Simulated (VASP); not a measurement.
# Al15AuN16 (a cell with a defect) in VASP: single point with PBE

Aim: the single point of Al15AuN16 (a cell with a defect) with PBE.

Program: VASP 6.6.1. These are calculated values, not measurements. Logs are shortened: lines on timing, memory, paths and dates and some standing lists are left out, and cuts for length are marked.

**1. The cell of the first run**

The cell holds a defect, 32 atoms: a = 6.226 Å, b = 6.226 Å, c = 9.962 Å, α = 90.00°, β = 90.00°, γ = 120.00°.

**2. Single point, PBE**

INCAR reads:

```
SYSTEM = Al15AuN16
PREC = Accurate
ENCUT = 520
EDIFF = 1E-6
ISMEAR = -1
SIGMA = 0.01
LREAL = Auto
LASPH = .True.
NELM = 100
ALGO = Normal
ISIF = 2
LWAVE = .False.
LCHARG = .True.
GGA = PE
LELF = .True.
LVHAR = .True.
NBANDS = 90
```

KPOINTS reads:

```
Automatic mesh
0
Gamma
  4 4 2
  0 0 0
```

POSCAR reads:

```
Al15AuN16
1.0
    6.2260000000      0.0000000000      0.0000000000
   -3.1130000000      5.3918741640      0.0000000000
    0.0000000000      0.0000000000      9.9620000000
Au Al N
1 15 16
Direct
    0.1666666667      0.3333333333      0.0174210910
    0.1666666667      0.3333333333      0.4925453461
    0.1640310126      0.8320155063     -0.0000144734
    0.1643103303      0.8321551652      0.4998453907
    0.6679844937      0.3359689874     -0.0000144734
    0.6678448348      0.3356896697      0.4998453907
    0.6679844937      0.8320155063     -0.0000144734
    0.6678448348      0.8321551652      0.4998453907
    0.3364743109      0.1635256891      0.2556155197
    0.3337013585      0.1662986415      0.7406054382
    0.3364743109      0.6729486219      0.2556155197
    0.3337013585      0.6674027170      0.7406054382
    0.8270513781      0.1635256891      0.2556155197
    0.8325972830      0.1662986415      0.7406054382
    0.8333333333      0.6666666667      0.2486246907
    0.8333333333      0.6666666667      0.7487107411
    0.1666666667      0.3333333333      0.2304497720
    0.1666666667      0.3333333333      0.6851160449
    0.1679983012      0.8339991506      0.1901807591
    0.1623328164      0.8311664082      0.6874002688
    0.6660008494      0.3320016988      0.1901807591
    0.6688335918      0.3376671836      0.6874002688
    0.6660008494      0.8339991506      0.1901807591
    0.6688335918      0.8311664082      0.6874002688
    0.3364317061      0.1635682939      0.4444628424
    0.3486828518      0.1513171482      0.9282757178
    0.3364317061      0.6728634122      0.4444628424
    0.3486828518      0.6973657036      0.9282757178
    0.8271365878      0.1635682939      0.4444628424
    0.8026342964      0.1513171482      0.9282757178
    0.8333333333      0.6666666667      0.4374806788
    0.8333333333      0.6666666667      0.9405372456
```

Potentials or basis: VASP PAW PBE potentials, release 64 (Au, Al, N).

Launch:

```bash
cat potpaw_PBE.64/Au/POTCAR potpaw_PBE.64/Al/POTCAR potpaw_PBE.64/N/POTCAR > POTCAR
mpirun -np 1 vasp_std > vasp.out
```

OUTCAR:

```text
SYSTEM = Al15AuN16
   PREC = Accurate
   ENCUT = 520
   EDIFF = 1E-6
   ISMEAR = -1
   LREAL = Auto
   LASPH = .True.
   NELM = 100
   ISIF = 2
   GGA = PE

 ion  position               nearest neighbor table
   1  0.167  0.333  0.017-  17 2.12  26 2.15  30 2.15  28 2.15   9 3.00  13 3.00  11 3.00   5 3.12
                             3 3.12   7 3.12   7 3.12   5 3.12   3 3.12  10 3.29  14 3.29  12 3.29
   2  0.167  0.333  0.493-  25 1.89  29 1.89  27 1.89  18 1.92   9 2.99  13 2.99  11 2.99  10 3.06
                            14 3.06  12 3.06   6 3.11   4 3.11   8 3.11   8 3.11   6 3.11   4 3.11
   3  0.164  0.832  1.000-  28 1.87  26 1.87  32 1.88  19 1.89  15 3.05  16 3.07   7 3.09   5 3.09
                            11 3.11   9 3.11   1 3.12   1 3.12   7 3.14   5 3.14  12 3.15  10 3.15
   4  0.164  0.832  0.500-  20 1.87  25 1.87  27 1.87  31 1.89  10 3.00  12 3.00  11 3.02   9 3.02
                            16 3.05  15 3.07   8 3.09   6 3.09   2 3.11   2 3.11   8 3.14   6 3.14
   5  0.668  0.336  1.000-  26 1.87  30 1.87  32 1.88  21 1.89  15 3.05  16 3.07   3 3.09   7 3.09
                            13 3.11   9 3.11   1 3.12   1 3.12   7 3.14   3 3.14  10 3.15  14 3.15
   6  0.668  0.336  0.500-  22 1.87  25 1.87  29 1.87  31 1.89  10 3.00  14 3.00   9 3.02  13 3.02
                            16 3.05  15 3.07   4 3.09   8 3.09   2 3.11   2 3.11   8 3.14   4 3.14
   7  0.668  0.832  1.000-  28 1.87  30 1.87  32 1.88  23 1.89  15 3.05  16 3.07   3 3.09   5 3.09
                            11 3.11  13 3.11   1 3.12   1 3.12   3 3.14   5 3.14  12 3.15  14 3.15
   8  0.668  0.832  0.500-  24 1.87  27 1.87  29 1.87  31 1.89  12 3.00  14 3.00  11 3.02  13 3.02
                            16 3.05  15 3.07   4 3.09   6 3.09   2 3.11   2 3.11   4 3.14   6 3.14
   9  0.336  0.164  0.256-  17 1.85  25 1.88  21 1.89  19 1.89   2 2.99   1 3.00   6 3.02   4 3.02
                            13 3.05  11 3.05   5 3.11   3 3.11  15 3.11  15 3.11  13 3.17  11 3.17
  10  0.334  0.166  0.741-  26 1.88  22 1.88  20 1.88  18 1.88   6 3.00   4 3.00   2 3.06  14 3.11
                            12 3.11  16 3.11  16 3.11  14 3.12  12 3.12   5 3.15   3 3.15   1 3.29
  11  0.336  0.673  0.256-  17 1.85  27 1.88  19 1.89  23 1.89   2 2.99   1 3.00   8 3.02   4 3.02
                             9 3.05  13 3.05   3 3.11   7 3.11  15 3.11  15 3.11   9 3.17  13 3.17
[... 9 lines left out ...]
                             3 3.07   5 3.07  12 3.11  14 3.11  10 3.11  10 3.11  12 3.11  14 3.11
  17  0.167  0.333  0.230-   9 1.85  13 1.85  11 1.85   1 2.12
  18  0.167  0.333  0.685-  10 1.88  14 1.88  12 1.88   2 1.92
  19  0.168  0.834  0.190-  11 1.89   9 1.89   3 1.89  15 1.90
  20  0.162  0.831  0.687-   4 1.87  16 1.88  12 1.88  10 1.88
  21  0.666  0.332  0.190-  13 1.89   9 1.89   5 1.89  15 1.90
  22  0.669  0.338  0.687-   6 1.87  16 1.88  14 1.88  10 1.88
[... 8 lines left out ...]
  31  0.833  0.667  0.437-  15 1.88   8 1.89   4 1.89   6 1.89
  32  0.833  0.667  0.941-   7 1.88   3 1.88   5 1.88  16 1.91

  LATTYP: Found a hexagonal cell.
 ALAT       =     6.2260000000
 C/A-ratio  =     1.6000642467

  Lattice vectors:

 A1 = (   6.2260000000,   0.0000000000,   0.0000000000)
 A2 = (  -3.1130000000,   5.3918741640,   0.0000000000)
 A3 = (   0.0000000000,   0.0000000000,   9.9620000000)

Analysis of symmetry for initial positions (statically):
=====================================================================
 Subroutine PRICEL returns:
 Original cell was already a primitive cell.

 Routine SETGRP: Setting up the symmetry group for a
 hexagonal supercell.

 Subroutine GETGRP returns: Found  6 space group operations
 (whereof  2 operations were pure point group operations)
 out of a pool of 24 trial point group operations.

The static configuration has the point symmetry C_1h.
 The point group associated with its full space group is C_3v.

Analysis of symmetry for dynamics (positions and initial velocities):
=====================================================================
 Subroutine PRICEL returns:
 Original cell was already a primitive cell.

 Routine SETGRP: Setting up the symmetry group for a
 hexagonal supercell.

 Subroutine GETGRP returns: Found  6 space group operations
 (whereof  2 operations were pure point group operations)
 out of a pool of 24 trial point group operations.

The dynamic configuration has the point symmetry C_1h.
 The point group associated with its full space group is C_3v.

 Subroutine INISYM returns: Found  6 space group operations
 (whereof  2 operations are pure point group operations),
 and found     1 'primitive' translations

----------------------------------------------------------------------------------------

                                     Primitive cell

  volume of cell :     334.4224

  direct lattice vectors                    reciprocal lattice vectors
     6.226000000  0.000000000  0.000000000     0.160616768  0.092732134  0.000000000
    -3.113000000  5.391874164  0.000000000     0.000000000  0.185464269  0.000000000
     0.000000000  0.000000000  9.962000000     0.000000000  0.000000000  0.100381450

  length of vectors
     6.226000000  6.226000000  9.962000000     0.185464269  0.185464269  0.100381450

  position of ions in fractional coordinates (direct lattice)
     0.166666667  0.333333333  0.017421091
     0.166666667  0.333333333  0.492545346
     0.164031013  0.832015506  0.999985527
     0.164310330  0.832155165  0.499845391
     0.667984494  0.335968987  0.999985527
     0.667844835  0.335689670  0.499845391
[... 24 lines left out ...]
     0.833333333  0.666666667  0.437480679
     0.833333333  0.666666667  0.940537246

  ion indices of the primitive-cell ions
   primitive index   ion index
                 1           1
                 2           2
                 3           3
                 4           4
                 5           5
                 6           6
[... 24 lines left out ...]
                31          31
                32          32

----------------------------------------------------------------------------------------

 KPOINTS: Automatic mesh

Automatic generation of k-mesh.
 Grid dimensions read from file:
 generate k-points for:    4    4    2

 Generating k-lattice:

  Cartesian coordinates                     Fractional coordinates (reciprocal lattice)
     0.040154192  0.023183034  0.000000000     0.250000000  0.000000000  0.000000000
     0.000000000  0.046366067  0.000000000     0.000000000  0.250000000  0.000000000
     0.000000000  0.000000000  0.050190725     0.000000000  0.000000000  0.500000000

  Length of vectors
     0.046366067  0.046366067  0.050190725

  Shift w.r.t. Gamma in fractional coordinates (k-lattice)
     0.000000000  0.000000000  0.000000000

 Subroutine IBZKPT returns following result:
 ===========================================

 Found      8 irreducible k-points:

 Following reciprocal coordinates:
            Coordinates               Weight
  0.000000  0.000000  0.000000      1.000000
  0.250000  0.000000  0.000000      6.000000
  0.500000  0.000000  0.000000      3.000000
  0.250000  0.250000  0.000000      6.000000
  0.000000  0.000000  0.500000      1.000000
  0.250000  0.000000  0.500000      6.000000
  0.500000  0.000000  0.500000      3.000000
  0.250000  0.250000  0.500000      6.000000
   k-points           NKPTS =      8   k-points in BZ     NKDIM =      8   number of bands    NBANDS=     90
   number of dos      NEDOS =    301   number of ions     NIONS =     32
   total plane-waves  NPLWV = 184320
   dimension x,y,z NGX =    48 NGY =   48 NGZ =   80
   dimension x,y,z NGXF=    96 NGYF=   96 NGZF=  160
   ions per type =               1  15  16
   NGX,Y,Z   is equivalent  to a cutoff of  12.82, 12.82, 13.35 a.u.
   NGXF,Y,Z  is equivalent  to a cutoff of  25.63, 25.63, 26.70 a.u.
 SYSTEM =  Al15AuN16
   PREC   = accura    normal or accurate (medium, high low for compatibility)
   ISTART =      0    job   : 0-new  1-cont  2-samecut
   ICHARG =      2    charge: 1-file 2-atom 10-const
   ISPIN  =      1    spin polarized calculation?
   LNONCOLLINEAR =      F non collinear calculations
   LSORBIT =      F    spin-orbit coupling
   LASPH  =      T    aspherical Exc in radial PAW
   ENCUT  =  520.0 eV  38.22 Ry    6.18 a.u.  11.58 11.58 18.52*2*pi/ulx,y,z
   NELM   =    100;   NELMIN=  2; NELMDL= -5     # of ELM steps
   EDIFF  = 0.1E-05   stopping-criterion for ELM
   LREAL  =      T    real-space projection
   EDIFFG = 0.1E-04   stopping-criterion for IOM
   NSW    =      0    number of steps for IOM
[... 5 lines left out ...]
   TEBEG  =    0.0;   TEEND  =   0.0 temperature during run
   PSTRESS=    0.0 pullay stress
   NELECT =     136.0000    total number of electrons
   NUPDOWN=      -1.0000    fix difference up-down
   EMIN   =  10.00;   EMAX   =-10.00  energy-range for DOS
   EFERMI =   0.00;   METHOD = LEGACY
   ISMEAR =    -1;   SIGMA  =   0.01  broadening in eV -4-tet -1-fermi 0-gaus
   EFERMI_NEDOS =   21; number of points for ismear=-14 and -15
   IALGO  =     38    algorithm
   IMIX   =      4    mixing-type and parameters
     AMIX     =   0.40;   BMIX     =  1.00
     AMIX_MAG =   1.60;   BMIX_MAG =  1.00
  volume/ion in A,a.u.               =      10.45        70.52
  Fermi-wavevector in a.u.,A,eV,Ry     =   1.212893  2.292036 20.015675  1.471111
  Thomas-Fermi vector in A             =   2.348363
   LORBIT       =      0    0 simple, 1 ext, 2 COOP (PROOUT), +10 PAW based schemes
   GGA     = PE    functional components
   LHFCALC =     F    Hartree Fock is set to
   AEXX    =    0.0000 exact exchange contribution
   IVDW    =     0    specifies the selected vdW correction
   LEPSILON=     F    determine dielectric tensor
   LRPA    =     F    only Hartree local field effects (RPA)
 non-spin polarized calculation
  energy-cutoff  :      520.00
  volume of cell :      334.42
 maximum number of plane-waves:      9043
 NGX is ok and might be reduce to    48
   NGX = 23   NGY = 23   NGZ = 37

 number of electron     135.9999996 magnetization

 Free energy of the ion-electron system (eV)
  ---------------------------------------------------
  ext. energy  EPLUGINS =         0.00000000
  ---------------------------------------------------
  free energy    TOTEN  =      -229.43312387 eV

  energy without entropy =     -229.42713715  energy(sigma->0) =     -229.43013051

 E-fermi :   7.1749     XC(G=0): -11.0617

 val. band max:        7.1574714508   @ k =   0.2500   0.2500   0.5000
 cond. band min:       7.1830273623   @ k =   0.2500   0.2500   0.5000
 fundamental gap:      0.0255559116
 Fermi energy:         7.1748568825

 k-point     1 :       0.0000    0.0000    0.0000
  band No.  band energies     occupation
      1      -8.9869      2.00000
      2      -8.1776      2.00000
      3      -8.0205      2.00000
      4      -7.0559      2.00000
      5      -7.0549      2.00000
      6      -7.0549      2.00000
[... 653 lines left out ...]
     79      13.4214      0.00000
     80      13.5884      0.00000
 [bands above 80 left out]

------------------------ aborting loop because EDIFF is reached ----------------------------------------

  FORCE on cell =-STRESS in cart. coord.  units (eV):
  Direction    XX          YY          ZZ          XY          YZ          ZX
  --------------------------------------------------------------------------------------
  -------------------------------------------------------------------------------------
  Total       14.9914108     14.9914108     25.1092460      0.0000000     -0.0000000     -0.0000000
  in kB       71.8220315     71.8220315    120.2953535      0.0000000     -0.0000000     -0.0000000
  external PRESSURE =      87.9798055 kB  Pullay stress =       0.0000000 kB

 VOLUME and BASIS-vectors are now :
 -----------------------------------------------------------------------------
  energy-cutoff  :      520.00
  volume of cell :      334.42
      direct lattice vectors                 reciprocal lattice vectors
     6.226000000  0.000000000  0.000000000     0.160616768  0.092732134  0.000000000
    -3.113000000  5.391874164  0.000000000     0.000000000  0.185464269  0.000000000
     0.000000000  0.000000000  9.962000000     0.000000000  0.000000000  0.100381450

 POSITION                                       TOTAL-FORCE (eV/Angst)
 -----------------------------------------------------------------------------------
      0.00000      1.79729      0.17355        -0.000000     -0.000000      0.023198
      0.00000      1.79729      4.90674        -0.000000     -0.000000     -0.014820
     -1.56881      4.48612      9.96186        -0.001063     -0.000614      0.002626
     -1.56750      4.48688      4.97946        -0.002789     -0.001610      0.000188
      3.11300      1.81150      9.96186        -0.000000      0.001227      0.002626
      3.11300      1.81000      4.97946         0.000000      0.003221      0.000188
[... 24 lines left out ...]
      3.11300      3.59458      4.35818        -0.000000     -0.000000      0.000157
      3.11300      3.59458      9.36963        -0.000000     -0.000000     -0.003762
 -----------------------------------------------------------------------------------
    total drift:                                0.000001     -0.000000      0.027263

  FREE ENERGIE OF THE ION-ELECTRON SYSTEM (eV)
  ---------------------------------------------------
  free  energy   TOTEN  =      -229.4331238660 eV

  energy  without entropy=     -229.4271371459  energy(sigma->0) =     -229.43013051
```

Wall time 5.4 min (1 thread of Intel Xeon Platinum 8488C (Sapphire Rapids), shared host); peak memory 0.52 GiB.

Results:

```
Free energy            : -229.4331 eV
Pressure               : 8.8 GPa
Largest force          : 0.023 eV/Å
Band gap on the k mesh : zero (bands 68 and 69 overlap by 0.30 eV)
```

Forces in eV/Å, atoms in the order of the input:
```
Au   0.000  0.000  0.023
Al   0.000  0.000 -0.015
Al  -0.001 -0.001  0.003
Al  -0.003 -0.002  0.000
Al   0.000  0.001  0.003
Al   0.000  0.003  0.000
Al   0.001 -0.001  0.003
Al   0.003 -0.002  0.000
Al   0.008 -0.005 -0.011
Al   0.002 -0.001  0.018
Al   0.000  0.009 -0.011
Al   0.000  0.002  0.018
Al  -0.008 -0.005 -0.011
Al  -0.002 -0.001  0.018
Al   0.000  0.000  0.000
Al   0.000  0.000  0.005
N    0.000  0.000 -0.006
N    0.000  0.000 -0.006
N    0.005  0.003  0.001
N    0.000  0.000 -0.007
N    0.000 -0.005  0.001
N    0.000 -0.001 -0.007
N   -0.005  0.003  0.001
N    0.000  0.000 -0.007
N    0.001 -0.001  0.005
N    0.000  0.000 -0.008
N    0.000  0.001  0.005
N    0.000  0.000 -0.008
N   -0.001 -0.001  0.005
N    0.000  0.000 -0.008
N    0.000  0.000  0.000
N    0.000  0.000 -0.004
```

Stress tensor (GPa, compression positive):
```
 7.18  0.00  0.00
 0.00  7.18  0.00
 0.00  0.00 12.03
```

Caveat: spin-orbit coupling is left out, which moves the levels of the heavy elements.

The gap in the log of VASP goes by the Fermi energy; the results here count the filled bands.